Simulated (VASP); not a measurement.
# Sb (Pm-3m) in VASP: further runs

Sb is run at these levels: PBE; tasks: single point.

Everything below comes from runs of VASP 6.6.1. Logs are shortened: lines on timing, memory, paths and dates and some standing lists are left out, and cuts for length are marked.

### 1 The cell of the first run

It takes space group Pm-3m (No. 221, cubic). The conventional cell has a = 2.976 Å, b = 2.976 Å, c = 2.976 Å, α = 90.00°, β = 90.00°, γ = 90.00°. Within 3.9 Å of Sb (site symmetry m-3m) lie 6 Sb at 2.98 Å.

### 2 Single point, PBE (volume scaled by 0.88)

The input, INCAR:

```
SYSTEM = Sb
PREC     = Accurate       ! precision mode
ENCUT    = 520            ! plane-wave cutoff, eV
EDIFF    = 1E-6           ! SCF threshold, eV
ISMEAR   = -1             ! smearing method
SIGMA    = 0.1            ! smearing width, eV
LREAL    = .False.        ! projectors in reciprocal space
LASPH    = .True.         ! aspherical terms in the spheres
NELM     = 100            ! most SCF steps
ALGO     = Normal         ! electronic algorithm
ISIF     = 2              ! what is computed and relaxed
LWAVE    = .False.        ! write WAVECAR
LCHARG   = .False.        ! write CHGCAR
GGA      = PE             ! functional
NBANDS   = 8              ! bands
```

The input, KPOINTS:

```
Automatic mesh
0
Gamma
  11 11 11
  0 0 0
```

The input, POSCAR:

```
Sb
1.0
    2.9761705179      0.0000000000      0.0000000000
    0.0000000000      2.9761705179      0.0000000000
    0.0000000000      0.0000000000      2.9761705179
Sb
1
Direct
    0.0000000000      0.0000000000      0.0000000000
```

Potentials or basis: VASP PAW PBE potentials, release 64 (Sb).

Run with:

```
$ cat potpaw_PBE.64/Sb/POTCAR > POTCAR
$ mpirun -np 1 vasp_std > vasp.out
```

OUTCAR:

```text
SYSTEM = Sb
   PREC = Accurate
   ENCUT = 520
   EDIFF = 1E-6
   ISMEAR = -1
   LREAL = .False.
   LASPH = .True.
   NELM = 100
   ISIF = 2
   GGA = PE

 ion  position               nearest neighbor table
   1  0.000  0.000  0.000-

  LATTYP: Found a simple cubic cell.
 ALAT       =     2.9761705179

  Lattice vectors:

 A1 = (   2.9761705179,   0.0000000000,   0.0000000000)
 A2 = (   0.0000000000,   2.9761705179,   0.0000000000)
 A3 = (   0.0000000000,   0.0000000000,   2.9761705179)

Analysis of symmetry for initial positions (statically):
=====================================================================
 Subroutine PRICEL returns:
 Original cell was already a primitive cell.

 Routine SETGRP: Setting up the symmetry group for a
 simple cubic supercell.

 Subroutine GETGRP returns: Found 48 space group operations
 (whereof 48 operations were pure point group operations)
 out of a pool of 48 trial point group operations.

The static configuration has the point symmetry O_h .

Analysis of symmetry for dynamics (positions and initial velocities):
=====================================================================
 Subroutine PRICEL returns:
 Original cell was already a primitive cell.

 Routine SETGRP: Setting up the symmetry group for a
 simple cubic supercell.

 Subroutine GETGRP returns: Found 48 space group operations
 (whereof 48 operations were pure point group operations)
 out of a pool of 48 trial point group operations.

The dynamic configuration has the point symmetry O_h .

 Subroutine INISYM returns: Found 48 space group operations
 (whereof 48 operations are pure point group operations),
 and found     1 'primitive' translations

----------------------------------------------------------------------------------------

                                     Primitive cell

  volume of cell :      26.3617

  direct lattice vectors                    reciprocal lattice vectors
     2.976170518  0.000000000  0.000000000     0.336002253  0.000000000  0.000000000
     0.000000000  2.976170518  0.000000000     0.000000000  0.336002253  0.000000000
     0.000000000  0.000000000  2.976170518     0.000000000  0.000000000  0.336002253

  length of vectors
     2.976170518  2.976170518  2.976170518     0.336002253  0.336002253  0.336002253

  position of ions in fractional coordinates (direct lattice)
     0.000000000  0.000000000  0.000000000

  ion indices of the primitive-cell ions
   primitive index   ion index
                 1           1

----------------------------------------------------------------------------------------

 KPOINTS: Automatic mesh

Automatic generation of k-mesh.
 Grid dimensions read from file:
 generate k-points for:   11   11   11

 Generating k-lattice:

  Cartesian coordinates                     Fractional coordinates (reciprocal lattice)
     0.030545659  0.000000000  0.000000000     0.090909091  0.000000000  0.000000000
     0.000000000  0.030545659  0.000000000     0.000000000  0.090909091  0.000000000
     0.000000000  0.000000000  0.030545659     0.000000000  0.000000000  0.090909091

  Length of vectors
     0.030545659  0.030545659  0.030545659

  Shift w.r.t. Gamma in fractional coordinates (k-lattice)
     0.000000000  0.000000000  0.000000000

 Subroutine IBZKPT returns following result:
 ===========================================

 Found     56 irreducible k-points:

 Following reciprocal coordinates:
            Coordinates               Weight
  0.000000  0.000000  0.000000      1.000000
  0.090909  0.000000  0.000000      6.000000
  0.181818  0.000000  0.000000      6.000000
  0.272727  0.000000  0.000000      6.000000
  0.363636  0.000000  0.000000      6.000000
  0.454545  0.000000  0.000000      6.000000
[... 16 lines left out ...]
  0.181818  0.090909  0.090909     24.000000
  0.272727  0.090909  0.090909     24.000000
 [... further k-points ...]
   k-points           NKPTS =     56   k-points in BZ     NKDIM =     56   number of bands    NBANDS=      8
   number of dos      NEDOS =    301   number of ions     NIONS =      1
   total plane-waves  NPLWV =  13824
   dimension x,y,z NGX =    24 NGY =   24 NGZ =   24
   dimension x,y,z NGXF=    48 NGYF=   48 NGZF=   48
   ions per type =               1
   NGX,Y,Z   is equivalent  to a cutoff of  13.41, 13.41, 13.41 a.u.
   NGXF,Y,Z  is equivalent  to a cutoff of  26.81, 26.81, 26.81 a.u.
 SYSTEM =  Sb
   PREC   = accura    normal or accurate (medium, high low for compatibility)
   ISTART =      0    job   : 0-new  1-cont  2-samecut
   ICHARG =      2    charge: 1-file 2-atom 10-const
   ISPIN  =      1    spin polarized calculation?
   LNONCOLLINEAR =      F non collinear calculations
   LSORBIT =      F    spin-orbit coupling
   LASPH  =      T    aspherical Exc in radial PAW
   ENCUT  =  520.0 eV  38.22 Ry    6.18 a.u.   5.53  5.53  5.53*2*pi/ulx,y,z
   NELM   =    100;   NELMIN=  2; NELMDL= -5     # of ELM steps
   EDIFF  = 0.1E-05   stopping-criterion for ELM
   LREAL  =      F    real-space projection
   EDIFFG = 0.1E-04   stopping-criterion for IOM
   NSW    =      0    number of steps for IOM
   IBRION =     -1    ionic relax: 0-MD 1-quasi-New 2-CG
   NFREE  =      0    steps in history (QN), initial steepest desc. (CG)
   ISIF   =      2    stress and relaxation
   ISYM   =      2    0-nonsym 1-usesym 2-fastsym
   POTIM  = 0.5000    time-step for ionic-motion
   TEBEG  =    0.0;   TEEND  =   0.0 temperature during run
   PSTRESS=    0.0 pullay stress
   NELECT =       5.0000    total number of electrons
   NUPDOWN=      -1.0000    fix difference up-down
   EMIN   =  10.00;   EMAX   =-10.00  energy-range for DOS
   EFERMI =   0.00;   METHOD = LEGACY
   ISMEAR =    -1;   SIGMA  =   0.10  broadening in eV -4-tet -1-fermi 0-gaus
   EFERMI_NEDOS =   21; number of points for ismear=-14 and -15
   IALGO  =     38    algorithm
   IMIX   =      4    mixing-type and parameters
     AMIX     =   0.40;   BMIX     =  1.00
     AMIX_MAG =   1.60;   BMIX_MAG =  1.00
  volume/ion in A,a.u.               =      26.36       177.90
  Fermi-wavevector in a.u.,A,eV,Ry     =   0.940604  1.777485 12.037574  0.884737
  Thomas-Fermi vector in A             =   2.068033
   LORBIT       =      0    0 simple, 1 ext, 2 COOP (PROOUT), +10 PAW based schemes
   GGA     = PE    functional components
[... 5 lines left out ...]
 non-spin polarized calculation
  energy-cutoff  :      520.00
  volume of cell :       26.36
 maximum number of plane-waves:       739
 NGX is ok and might be reduce to    24
   NGX = 11   NGY = 11   NGZ = 11

 number of electron       5.0000001 magnetization

 Free energy of the ion-electron system (eV)
  ---------------------------------------------------
  ext. energy  EPLUGINS =         0.00000000
  ---------------------------------------------------
  free energy    TOTEN  =        -3.98091984 eV

  energy without entropy =       -3.96152527  energy(sigma->0) =       -3.97122256

 E-fermi :   8.7364     XC(G=0): -10.1617

 val. band max:        8.6796876711   @ k =   0.1818   0.1818   0.0909
 cond. band min:       8.8359617606   @ k =   0.4545   0.3636   0.3636
 fundamental gap:      0.1562740894
 Fermi energy:         8.7363672320

 k-point     1 :       0.0000    0.0000    0.0000
  band No.  band energies     occupation
      1      -4.6240      2.00000
      2      12.3661      0.00000
      3      12.3661      0.00000
      4      12.3661      0.00000
      5      15.8344      0.00000
      6      15.8344      0.00000
      7      17.8294      0.00000
      8      27.1061      0.00000

 k-point     2 :       0.0909    0.0000    0.0000
  band No.  band energies     occupation
      1      -4.4882      2.00000
      2      10.7743      0.00000
      3      12.5051      0.00000
      4      12.5051      0.00000
      5      15.9343      0.00000
      6      16.7663      0.00000
      7      18.7418      0.00000
      8      26.1096      0.00000

 k-point     3 :       0.1818    0.0000    0.0000
  band No.  band energies     occupation
      1      -4.0851      2.00000
      2       8.2796      1.97944
      3      12.9067      0.00000
      4      12.9067      0.00000
      5      16.2324      0.00000
      6      17.3926      0.00000
      7      21.3289      0.00000
      8      24.5377      0.00000

 k-point     4 :       0.2727    0.0000    0.0000
  band No.  band energies     occupation
      1      -3.4340      2.00000
      2       5.9019      2.00000
      3      13.5167      0.00000
      4      13.5167      0.00000
      5      16.7215      0.00000
      6      17.9751      0.00000
      7      22.9613      0.00000
      8      22.9615      0.00000

 k-point     5 :       0.3636    0.0000    0.0000
  band No.  band energies     occupation
      1      -2.6032      2.00000
      2       3.8736      2.00000
      3      14.2127      0.00000
      4      14.2127      0.00000
      5      17.3708      0.00000
      6      18.7134      0.00000
      7      21.5918      0.00000
      8      21.5925      0.00000
[... 177 lines left out ...]
 k-point    22 :       0.0909    0.0909    0.0909
  band No.  band energies     occupation
      1      -4.2165      2.00000
      2      10.9068      0.00000
      3      10.9068      0.00000
      4      11.3487      0.00000
      5      17.8524      0.00000
      6      17.8524      0.00000
      7      19.5571      0.00000
      8      24.5763      0.00000

 k-point    23 :       0.1818    0.0909    0.0909
  band No.  band energies     occupation
      1      -3.8133      2.00000
      2       8.5322      1.77028
      3      11.2929      0.00000
      4      11.6359      0.00000
      5      18.1567      0.00000
      6      18.9644      0.00000
      7      21.3663      0.00000
      8      22.6378      0.00000

 k-point    24 :       0.2727    0.0909    0.0909
  band No.  band energies     occupation
      1      -3.1619      2.00000
      2       6.1613      2.00000
      3      11.8873      0.00000
      4      12.2633      0.00000
      5      18.6297      0.00000
      6      19.2223      0.00000
      7      20.8410      0.00000
      8      21.6218      0.00000

 [... further k-points ...]

------------------------ aborting loop because EDIFF is reached ----------------------------------------

  FORCE on cell =-STRESS in cart. coord.  units (eV):
  Direction    XX          YY          ZZ          XY          YZ          ZX
  --------------------------------------------------------------------------------------
  -------------------------------------------------------------------------------------
  Total        1.6079148      1.6079148      1.6079148      0.0000000     -0.0000000      0.0000000
  in kB       97.7237649     97.7237649     97.7237649      0.0000000     -0.0000000      0.0000000
  external PRESSURE =      97.7237649 kB  Pullay stress =       0.0000000 kB

 VOLUME and BASIS-vectors are now :
 -----------------------------------------------------------------------------
  energy-cutoff  :      520.00
  volume of cell :       26.36
      direct lattice vectors                 reciprocal lattice vectors
     2.976170518  0.000000000  0.000000000     0.336002253  0.000000000  0.000000000
     0.000000000  2.976170518  0.000000000     0.000000000  0.336002253  0.000000000
     0.000000000  0.000000000  2.976170518     0.000000000  0.000000000  0.336002253

 POSITION                                       TOTAL-FORCE (eV/Angst)
 -----------------------------------------------------------------------------------
      0.00000      0.00000      0.00000         0.000000      0.000000      0.000000
 -----------------------------------------------------------------------------------
    total drift:                                0.000000      0.000000      0.000000

  FREE ENERGIE OF THE ION-ELECTRON SYSTEM (eV)
  ---------------------------------------------------
  free  energy   TOTEN  =        -3.9809198447 eV

  energy  without entropy=       -3.9615252676  energy(sigma->0) =       -3.97122256
```

It took 3.1 s on 1 thread of Intel Xeon 6975P-C (Granite Rapids), shared host; peak memory 0.14 GiB.

Results:

```yaml
Free_energy: -3.9809 eV
Pressure: 9.8 GPa
```

Levels at points of the mesh, in eV from the Fermi level:
```csv
k point,band 1,band 2,band 3,band 4,band 5
"(0.00, 0.00, 0.00)",-13.36,3.63,3.63,3.63,7.10
```

Caveat: spin-orbit coupling is left out, which moves the levels of the heavy elements.

### 3 Single point, PBE (volume scaled by 0.92)

The input, INCAR:

```
SYSTEM = Sb
PREC = Accurate
ENCUT = 520
EDIFF = 1E-6
ISMEAR = -1
SIGMA = 0.1
LREAL = .False.
LASPH = .True.
NELM = 80
ALGO = Normal
ISIF = 2
LWAVE = .False.
LCHARG = .False.
GGA = PE
NBANDS = 8
```

KPOINTS is that of step 2.

The input, POSCAR:

```
Sb
1.0
    3.0205975233      0.0000000000      0.0000000000
    0.0000000000      3.0205975233      0.0000000000
    0.0000000000      0.0000000000      3.0205975233
Sb
1
Direct
    0.0000000000      0.0000000000      0.0000000000
```

Potentials or basis: VASP PAW PBE potentials, release 64 (Sb).

Run with:

```
$ cat potpaw_PBE.64/Sb/POTCAR > POTCAR
$ mpirun -np 1 vasp_std > vasp.out
```

OUTCAR:

```text
SYSTEM = Sb
   PREC = Accurate
   ENCUT = 520
   EDIFF = 1E-6
   ISMEAR = -1
   LREAL = .False.
   LASPH = .True.
   NELM = 80
   ISIF = 2
   GGA = PE

 ion  position               nearest neighbor table
   1  0.000  0.000  0.000-

  LATTYP: Found a simple cubic cell.
 ALAT       =     3.0205975233

  Lattice vectors:

 A1 = (   3.0205975233,   0.0000000000,   0.0000000000)
 A2 = (   0.0000000000,   3.0205975233,   0.0000000000)
 A3 = (   0.0000000000,   0.0000000000,   3.0205975233)

Analysis of symmetry for initial positions (statically):
=====================================================================
 Subroutine PRICEL returns:
 Original cell was already a primitive cell.

 Routine SETGRP: Setting up the symmetry group for a
 simple cubic supercell.

 Subroutine GETGRP returns: Found 48 space group operations
 (whereof 48 operations were pure point group operations)
 out of a pool of 48 trial point group operations.

The static configuration has the point symmetry O_h .

Analysis of symmetry for dynamics (positions and initial velocities):
=====================================================================
 Subroutine PRICEL returns:
 Original cell was already a primitive cell.

 Routine SETGRP: Setting up the symmetry group for a
 simple cubic supercell.

 Subroutine GETGRP returns: Found 48 space group operations
 (whereof 48 operations were pure point group operations)
 out of a pool of 48 trial point group operations.

The dynamic configuration has the point symmetry O_h .

 Subroutine INISYM returns: Found 48 space group operations
 (whereof 48 operations are pure point group operations),
 and found     1 'primitive' translations

----------------------------------------------------------------------------------------

                                     Primitive cell
[... 103 lines left out ...]
   EFERMI =   0.00;   METHOD = LEGACY
   ISMEAR =    -1;   SIGMA  =   0.10  broadening in eV -4-tet -1-fermi 0-gaus
   EFERMI_NEDOS =   21; number of points for ismear=-14 and -15
   IALGO  =     38    algorithm
   IMIX   =      4    mixing-type and parameters
     AMIX     =   0.40;   BMIX     =  1.00
     AMIX_MAG =   1.60;   BMIX_MAG =  1.00
  volume/ion in A,a.u.               =      27.56       185.98
  Fermi-wavevector in a.u.,A,eV,Ry     =   0.926770  1.751341 11.686080  0.858903
  Thomas-Fermi vector in A             =   2.052768
   LORBIT       =      0    0 simple, 1 ext, 2 COOP (PROOUT), +10 PAW based schemes
   GGA     = PE    functional components
[... 5 lines left out ...]
 non-spin polarized calculation
  energy-cutoff  :      520.00
  volume of cell :       27.56
 maximum number of plane-waves:       752
 NGX is ok and might be reduce to    24
   NGX = 11   NGY = 11   NGZ = 11

 number of electron       5.0000000 magnetization

 Free energy of the ion-electron system (eV)
  ---------------------------------------------------
  ext. energy  EPLUGINS =         0.00000000
  ---------------------------------------------------
  free energy    TOTEN  =        -4.03942065 eV

  energy without entropy =       -4.01724735  energy(sigma->0) =       -4.02833400

 E-fermi :   8.1055     XC(G=0):  -9.9655

 val. band max:        8.0963507591   @ k =   0.4545   0.3636   0.3636
 cond. band min:       8.1206424163   @ k =   0.1818   0.1818   0.0909
 fundamental gap:      0.0242916572
 Fermi energy:         8.1054905292

 k-point     1 :       0.0000    0.0000    0.0000
  band No.  band energies     occupation
      1      -4.8536      2.00000
      2      11.6396      0.00000
      3      11.6396      0.00000
      4      11.6396      0.00000
      5      15.1703      0.00000
      6      15.1703      0.00000
      7      16.9286      0.00000
      8      26.2513      0.00000
[... 243 lines left out ...]
 k-point    24 :       0.2727    0.0909    0.0909
  band No.  band energies     occupation
      1      -3.4594      2.00000
      2       5.6831      2.00000
      3      11.1868      0.00000
      4      11.5185      0.00000
      5      17.8597      0.00000
      6      18.3897      0.00000
      7      20.1065      0.00000
      8      20.7588      0.00000

 [... further k-points ...]

------------------------ aborting loop because EDIFF is reached ----------------------------------------

  FORCE on cell =-STRESS in cart. coord.  units (eV):
  Direction    XX          YY          ZZ          XY          YZ          ZX
  --------------------------------------------------------------------------------------
  -------------------------------------------------------------------------------------
  Total        1.0349206      1.0349206      1.0349206     -0.0000000     -0.0000000      0.0000000
  in kB       60.1643236     60.1643236     60.1643236     -0.0000000     -0.0000000      0.0000000
  external PRESSURE =      60.1643236 kB  Pullay stress =       0.0000000 kB

 VOLUME and BASIS-vectors are now :
 -----------------------------------------------------------------------------
  energy-cutoff  :      520.00
  volume of cell :       27.56
      direct lattice vectors                 reciprocal lattice vectors
     3.020597523  0.000000000  0.000000000     0.331060326  0.000000000  0.000000000
     0.000000000  3.020597523  0.000000000     0.000000000  0.331060326  0.000000000
     0.000000000  0.000000000  3.020597523     0.000000000  0.000000000  0.331060326

 POSITION                                       TOTAL-FORCE (eV/Angst)
 -----------------------------------------------------------------------------------
      0.00000      0.00000      0.00000         0.000000      0.000000      0.000000
 -----------------------------------------------------------------------------------
    total drift:                                0.000000      0.000000      0.000000

  FREE ENERGIE OF THE ION-ELECTRON SYSTEM (eV)
  ---------------------------------------------------
  free  energy   TOTEN  =        -4.0394206474 eV

  energy  without entropy=       -4.0172473547  energy(sigma->0) =       -4.02833400
```

stdout:

```text
POSCAR found type information on POSCAR Sb
 POSCAR found :  1 types and       1 ions
 scaLAPACK will be used
 LDA part: xc-table for (Slater+PW92), standard interpolation
 POSCAR, INCAR and KPOINTS ok, starting setup
 FFT: planning ... GRIDC
 FFT: planning ... GRID_SOFT
 FFT: planning ... GRID
 WAVECAR not read
 entering main loop
```

It took 3 s on 1 thread of Intel Xeon 6975P-C (Granite Rapids), shared host; peak memory 0.14 GiB.

What came out:

- Free energy: -4.0394 eV
- Pressure: 6.0 GPa

Caveat: spin-orbit coupling is left out, which moves the levels of the heavy elements.

(Continued in part 2 of 2.)
